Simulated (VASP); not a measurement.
# WC (Fm-3m) in VASP: settings compared

WC is run at these levels: PBEsol+U, PBEsol; tasks: density of states.

Everything below comes from runs of VASP 6.6.1. Logs are shortened: lines on timing, memory, paths and dates and some standing lists are left out, and cuts for length are marked.

**1. The cell of the first run**

Symmetry: Fm-3m, No. 225, cubic system. The conventional cell has a = 4.385 Å, b = 4.385 Å, c = 4.385 Å, α = 90.00°, β = 90.00°, γ = 90.00°. W (site symmetry m-3m) has 6 C at 2.19 Å within 2.9 Å. Within 2.9 Å of C (site symmetry m-3m) lie 6 W at 2.19 Å.

**2. Density of states, PBEsol+U**

POSCAR

```
WC
1.0
    0.0000000000      2.1926840000      2.1926840000
    2.1926840000      0.0000000000      2.1926840000
    2.1926840000      2.1926840000      0.0000000000
W C
1 1
Direct
    0.0000000000      0.0000000000      0.0000000000
    0.5000000000      0.5000000000      0.5000000000
```

INCAR.step1

```
PREC = Accurate ; ENCUT = 520
EDIFF = 1E-6 ; ISMEAR = -1
SIGMA = 0.05 ; LREAL = False
LASPH = True ; NELM = 150
ALGO = Normal ; ISIF = 2
LWAVE = False ; LCHARG = True
LMAXMIX = 4 ; LDAU = True
LDAUTYPE = 2 ; LDAUL = 2 -1
LDAUU = 2 0 ; LDAUJ = 0 0
LDAUPRINT = 1 ; GGA = PS
NBANDS = 16
```

KPOINTS.step1

```
Automatic mesh
0
Gamma
  10 10 10
```

INCAR.step2

```
PREC = Accurate ; ENCUT = 520
EDIFF = 1E-6 ; ISMEAR = -5
SIGMA = 0.05 ; LREAL = False
LASPH = True ; NELM = 150
ALGO = Normal ; ISIF = 2
LWAVE = False ; LCHARG = False
LMAXMIX = 4 ; LDAU = True
LDAUTYPE = 2 ; LDAUL = 2 -1
LDAUU = 2 0 ; LDAUJ = 0 0
LDAUPRINT = 1 ; GGA = PS
LORBIT = 11 ; NEDOS = 1001
ICHARG = 11
```

KPOINTS.step2

```
Automatic mesh
0
Gamma
  15 15 15
```

Potentials or basis: VASP PAW PBE potentials, release 64 (W_sv, C).

On the command line:

```console
$ cat potpaw_PBE.64/W_sv/POTCAR potpaw_PBE.64/C/POTCAR > POTCAR
$ cp INCAR.step1 INCAR
$ cp KPOINTS.step1 KPOINTS
$ mpirun -np 1 vasp_std > vasp.out
$ cp INCAR.step2 INCAR
$ cp KPOINTS.step2 KPOINTS
$ mpirun -np 1 vasp_std > vasp.out
```

OUTCAR:

```text
PREC = Accurate
   ENCUT = 520
   EDIFF = 1E-6
   ISMEAR = -5
   LREAL = False
   LASPH = True
   NELM = 150
   ISIF = 2
   GGA = PS
   LORBIT = 11
   ICHARG = 11

 ion  position               nearest neighbor table
   1  0.000  0.000  0.000-   2 2.19   2 2.19   2 2.19   2 2.19   2 2.19   2 2.19
   2  0.500  0.500  0.500-   1 2.19   1 2.19   1 2.19   1 2.19   1 2.19   1 2.19

  LATTYP: Found a face centered cubic cell.
 ALAT       =     4.3853680000

  Lattice vectors:

 A1 = (   0.0000000000,   2.1926840000,   2.1926840000)
 A2 = (   2.1926840000,   0.0000000000,   2.1926840000)
 A3 = (   2.1926840000,   2.1926840000,   0.0000000000)

Analysis of symmetry for initial positions (statically):
=====================================================================
 Subroutine PRICEL returns:
 Original cell was already a primitive cell.

 Routine SETGRP: Setting up the symmetry group for a
 face centered cubic supercell.

 Subroutine GETGRP returns: Found 48 space group operations
 (whereof 48 operations were pure point group operations)
 out of a pool of 48 trial point group operations.

The static configuration has the point symmetry O_h .

Analysis of symmetry for dynamics (positions and initial velocities):
=====================================================================
 Subroutine PRICEL returns:
 Original cell was already a primitive cell.

 Routine SETGRP: Setting up the symmetry group for a
 face centered cubic supercell.

 Subroutine GETGRP returns: Found 48 space group operations
 (whereof 48 operations were pure point group operations)
 out of a pool of 48 trial point group operations.

The dynamic configuration has the point symmetry O_h .

 Subroutine INISYM returns: Found 48 space group operations
 (whereof 48 operations are pure point group operations),
 and found     1 'primitive' translations

----------------------------------------------------------------------------------------

                                     Primitive cell

  volume of cell :      21.0842

  direct lattice vectors                    reciprocal lattice vectors
     0.000000000  2.192684000  2.192684000    -0.228031034  0.228031034  0.228031034
     2.192684000  0.000000000  2.192684000     0.228031034 -0.228031034  0.228031034
     2.192684000  2.192684000  0.000000000     0.228031034  0.228031034 -0.228031034

  length of vectors
     3.100923451  3.100923451  3.100923451     0.394961337  0.394961337  0.394961337

  position of ions in fractional coordinates (direct lattice)
     0.000000000  0.000000000  0.000000000
     0.500000000  0.500000000  0.500000000

  ion indices of the primitive-cell ions
   primitive index   ion index
                 1           1
                 2           2

----------------------------------------------------------------------------------------

 KPOINTS: Automatic mesh

Automatic generation of k-mesh.
 Grid dimensions read from file:
 generate k-points for:   15   15   15

 Generating k-lattice:

  Cartesian coordinates                     Fractional coordinates (reciprocal lattice)
    -0.015202069  0.015202069  0.015202069     0.066666667  0.000000000  0.000000000
     0.015202069 -0.015202069  0.015202069     0.000000000  0.066666667  0.000000000
     0.015202069  0.015202069 -0.015202069     0.000000000  0.000000000  0.066666667

  Length of vectors
     0.026330756  0.026330756  0.026330756

  Shift w.r.t. Gamma in fractional coordinates (k-lattice)
     0.000000000  0.000000000  0.000000000

 TETIRR: Found    484 inequivalent tetrahedra from    20250

[... 48 lines left out ...]
   ENCUT  =  520.0 eV  38.22 Ry    6.18 a.u.   5.77  5.77  5.77*2*pi/ulx,y,z
   NELM   =    150;   NELMIN=  2; NELMDL=  0     # of ELM steps
   EDIFF  = 0.1E-05   stopping-criterion for ELM
   LREAL  =      F    real-space projection
   EDIFFG = 0.1E-04   stopping-criterion for IOM
   NSW    =      0    number of steps for IOM
   IBRION =     -1    ionic relax: 0-MD 1-quasi-New 2-CG
   NFREE  =      0    steps in history (QN), initial steepest desc. (CG)
   ISIF   =      2    stress and relaxation
   ISYM   =      2    0-nonsym 1-usesym 2-fastsym
   POTIM  = 0.5000    time-step for ionic-motion
   TEBEG  =    0.0;   TEEND  =   0.0 temperature during run
   PSTRESS=    0.0 pullay stress
   NELECT =      18.0000    total number of electrons
   NUPDOWN=      -1.0000    fix difference up-down
   EMIN   =  10.00;   EMAX   =-10.00  energy-range for DOS
   EFERMI =   0.00;   METHOD = LEGACY
   ISMEAR =    -5;   SIGMA  =   0.05  broadening in eV -4-tet -1-fermi 0-gaus
   EFERMI_NEDOS =   21; number of points for ismear=-14 and -15
   IALGO  =     38    algorithm
   IMIX   =      4    mixing-type and parameters
     AMIX     =   0.40;   BMIX     =  1.00
     AMIX_MAG =   1.60;   BMIX_MAG =  1.00
  volume/ion in A,a.u.               =      10.54        71.14
  Fermi-wavevector in a.u.,A,eV,Ry     =   1.553029  2.934800 32.815887  2.411900
  Thomas-Fermi vector in A             =   2.657319
   LORBIT       =     11    0 simple, 1 ext, 2 COOP (PROOUT), +10 PAW based schemes
 LDA+U is selected, type is set to LDAUTYPE =  2
   angular momentum for each species LDAUL =     2   -1
   U (eV)           for each species LDAUU =   2.0  0.0
   J (eV)           for each species LDAUJ =   0.0  0.0
   GGA     = PS    functional components
   LHFCALC =     F    Hartree Fock is set to
   AEXX    =    0.0000 exact exchange contribution
   IVDW    =     0    specifies the selected vdW correction
   LEPSILON=     F    determine dielectric tensor
   LRPA    =     F    only Hartree local field effects (RPA)
 non-spin polarized calculation
 Fermi weights with tetrahedron method with Bloechl corrections
  energy-cutoff  :      520.00
  volume of cell :       21.08
 maximum number of plane-waves:       578

atom =   1  type =  1  l = 2

 onsite density matrix

spin component  1

  0.3368  0.0000  0.0000 -0.0000 -0.0000
  0.0000  0.3368 -0.0000  0.0000  0.0000
  0.0000 -0.0000  0.3472  0.0000  0.0000
 -0.0000  0.0000  0.0000  0.3368  0.0000
 -0.0000  0.0000  0.0000  0.0000  0.3472

spin component  2

  0.3368  0.0000  0.0000 -0.0000 -0.0000
  0.0000  0.3368 -0.0000  0.0000  0.0000
  0.0000 -0.0000  0.3472  0.0000  0.0000
 -0.0000  0.0000  0.0000  0.3368  0.0000
 -0.0000  0.0000  0.0000  0.0000  0.3472

 occupancies and eigenvectors

  o =  0.3368  v =  1.0000  0.0000  0.0000  0.0000  0.0000  0.0000  0.0000  0.0000  0.0000  0.0000      0.0000  0.0000  0.0000  0.0000  0.0000  0.0000  0.0000  0.0000  0.0000  0.0000
  o =  0.3368  v =  0.0000  0.0000  0.0000  0.0000  0.0000  1.0000  0.0000  0.0000  0.0000  0.0000      0.0000  0.0000  0.0000  0.0000  0.0000  0.0000  0.0000  0.0000  0.0000  0.0000
  o =  0.3368  v =  0.0000  0.7534 -0.0000  0.6575 -0.0000  0.0000  0.0000  0.0000  0.0000  0.0000      0.0000  0.0000  0.0000  0.0000  0.0000  0.0000  0.0000  0.0000  0.0000  0.0000
  o =  0.3368  v =  0.0000  0.6575  0.0000 -0.7534  0.0000  0.0000  0.0000  0.0000  0.0000  0.0000      0.0000  0.0000  0.0000  0.0000  0.0000  0.0000  0.0000  0.0000  0.0000  0.0000
  o =  0.3368  v =  0.0000  0.0000  0.0000  0.0000  0.0000  0.0000  0.7534 -0.0000  0.6575 -0.0000      0.0000  0.0000  0.0000  0.0000  0.0000  0.0000  0.0000  0.0000  0.0000  0.0000
  o =  0.3368  v =  0.0000  0.0000  0.0000  0.0000  0.0000  0.0000  0.6575  0.0000 -0.7534  0.0000      0.0000  0.0000  0.0000  0.0000  0.0000  0.0000  0.0000  0.0000  0.0000  0.0000
  o =  0.3472  v =  0.0000  0.0000  0.0000  0.0000  0.0000  0.0000 -0.0000  1.0000  0.0000 -0.0000      0.0000  0.0000  0.0000  0.0000  0.0000  0.0000  0.0000  0.0000  0.0000  0.0000
  o =  0.3472  v =  0.0000 -0.0000  1.0000  0.0000 -0.0000  0.0000  0.0000  0.0000  0.0000  0.0000      0.0000  0.0000  0.0000  0.0000  0.0000  0.0000  0.0000  0.0000  0.0000  0.0000
  o =  0.3472  v =  0.0000  0.0000  0.0000  0.0000  0.0000  0.0000  0.0000  0.0000  0.0000  1.0000      0.0000  0.0000  0.0000  0.0000  0.0000  0.0000  0.0000  0.0000  0.0000  0.0000
  o =  0.3472  v =  0.0000  0.0000  0.0000  0.0000  1.0000  0.0000  0.0000  0.0000  0.0000  0.0000      0.0000  0.0000  0.0000  0.0000  0.0000  0.0000  0.0000  0.0000  0.0000  0.0000

 number of electron      18.0000001 magnetization

 Free energy of the ion-electron system (eV)
  ---------------------------------------------------
  ext. energy  EPLUGINS =         0.00000000
  ---------------------------------------------------
  free energy    TOTEN  =       -20.73117407 eV

  energy without entropy =      -20.73117407  energy(sigma->0) =      -20.73117407

 E-fermi :  12.3886     XC(G=0): -13.8463

 val. band max:       12.4562348412   @ k =  -0.3333   0.4000   0.2000
 cond. band min:      12.3187580594   @ k =   0.3333   0.0000   0.0000
 fundamental gap:     -0.1374767817
 Fermi energy:        12.3885610738

 k-point     1 :       0.0000    0.0000    0.0000
  band No.  band energies     occupation
      1     -63.2495      2.00000
      2     -27.2332      2.00000
      3     -27.2332      2.00000
      4     -27.2332      2.00000
      5      -3.4844      2.00000
      6       9.6918      2.00000
      7       9.6918      2.00000
      8       9.6918      2.00000
      9      11.3067      2.00000
     10      11.3067      2.00000
     11      11.3067      2.00000
     12      11.4828      2.46133
     13      11.4828      1.65648
[... 354 lines left out ...]
  band No.  band energies     occupation
      1     -63.2365      2.00000
      2     -27.3963      2.00000
      3     -27.2851      2.00000
      4     -27.2788      2.00000
      5      -2.4537      2.00000
      6       6.6697      2.00000
      7       8.2428      2.00000
      8       8.7777      2.00000
      9       9.4684      2.00000
     10      11.7802      2.00000
     11      13.0841     -0.05629
     12      13.7170      0.00000
     13      16.0872      0.00000

 [... further k-points ...]
[... 5 lines left out ...]
  --------------------------------------------------------------------------------------
  -------------------------------------------------------------------------------------
  Total       -0.7960009     -0.7960009     -0.7960009     -0.0000000      0.0000000      0.0000000
  in kB      -60.4875504    -60.4875504    -60.4875504     -0.0000000      0.0000000      0.0000000
  external PRESSURE =     -60.4875504 kB  Pullay stress =       0.0000000 kB

 VOLUME and BASIS-vectors are now :
 -----------------------------------------------------------------------------
  energy-cutoff  :      520.00
  volume of cell :       21.08
      direct lattice vectors                 reciprocal lattice vectors
     0.000000000  2.192684000  2.192684000    -0.228031034  0.228031034  0.228031034
     2.192684000  0.000000000  2.192684000     0.228031034 -0.228031034  0.228031034
     2.192684000  2.192684000  0.000000000     0.228031034  0.228031034 -0.228031034

 POSITION                                       TOTAL-FORCE (eV/Angst)
 -----------------------------------------------------------------------------------
      0.00000      0.00000      0.00000         0.000000      0.000000     -0.000000
      2.19268      2.19268      2.19268        -0.000000     -0.000000      0.000000
 -----------------------------------------------------------------------------------
    total drift:                                0.000000      0.000000      0.000000

  FREE ENERGIE OF THE ION-ELECTRON SYSTEM (eV)
  ---------------------------------------------------
  free  energy   TOTEN  =       -20.7311740698 eV

  energy  without entropy=      -20.7311740698  energy(sigma->0) =      -20.73117407

 total charge

# of ion       s       p       d       tot
------------------------------------------
    1        2.315   6.367   3.346  12.028
    2        0.851   1.580   0.000   2.431
--------------------------------------------------
tot          3.166   7.948   3.346  14.459
```

It took 16 s on 1 thread of Intel Xeon Platinum 8559C (Emerald Rapids), shared host; peak memory 0.16 GiB.

What came out:

```
Valence electrons inside the program's atomic spheres : W 12.03; C 2.43
```

Eigenvalues of the final occupation matrices:
| site | spin | trace | eigenvalues |
| --- | --- | --- | --- |
| site 1 d | 1 | 1.70 | 0.34 0.34 0.34 0.35 0.35 |
| site 1 d | 2 | 1.70 | 0.34 0.34 0.34 0.35 0.35 |

Caveat: the bands computed are all filled at some k points, so no gap is given; the PAW data sets were made with another functional, which shifts forces and pressure a little; spin-orbit coupling is left out, which moves the levels of the heavy elements; the U is typed as a test and isn't derived for this compound.

[end of part 1 of 2]
